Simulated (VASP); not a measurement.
A run of VASP 6.6.1:

INCAR

```
ALGO = Normal
EDIFF = 1E-6
ENCUT = 520
ISIF = 2
ISMEAR = -1
LASPH = T
LCHARG = F
LREAL = F
LWAVE = F
NBANDS = 12
NELM = 80
PREC = Accurate
SIGMA = 0.05
```

KPOINTS

```
k-points
0
Gamma
  13 13 13
```

The input POSCAR:

```
Cu
1.0
   -1.4232937226      1.4232937226      1.3574834749
    1.4232937226     -1.4232937226      1.3574834749
    1.4232937226      1.4232937226     -1.3574834749
Cu
1
Direct
    0.0000000000      0.0000000000      0.0000000000
```

Potentials or basis: VASP PAW LDA potentials, release 64 (Cu).

Command:

```console
$ cat potpaw_LDA.64/Cu/POTCAR > POTCAR
$ mpirun -np 1 vasp_std > vasp.out
```

Hardware: 1 thread of Intel(R) Xeon(R) Platinum 8488C (Sapphire Rapids), with other jobs on the host.

**Question.** Estimate the wall time of this run.

**Answer.** It took 18 s on 1 thread of Intel(R) Xeon(R) Platinum 8488C (Sapphire Rapids) (shared host), peak memory 0.13 GiB. Counts: scf iterations 12, k points 196.
